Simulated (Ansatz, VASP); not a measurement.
## One calculation of As, two programs

```xyz
1
Lattice="2.6905 0.0000 0.0000 0.0000 2.6905 0.0000 0.0000 0.0000 2.6905" Properties=species:S:1:pos:R:3 pbc="T T T"
As    0.0000    0.0000    0.0000
```

Change from the starting cell: volume scaled by 1, crystal datasets.

Alike in both runs: task single point; functional PBEsol; k mesh 14 × 14 × 14; occupations fermi-dirac, width 0.05 eV; no spin polarisation.

|  | VASP | Ansatz |
| --- | --- | --- |
| version | VASP 6.6.1 | Ansatz 0.2.0 |
| potentials or method | VASP PAW PBE potentials, release 64 (As), cutoff 500 eV | all-electron PAW with datasets made for the crystal, scalar-relativistic |

VASP gave:

- pressure (GPa): 0.3

What did Ansatz give for the same quantities?

Pressure (GPa): 0.0.

VASP's potentials were made for PBE, not for PBEsol. Ansatz ran all-electron here, and VASP with PAW potentials.
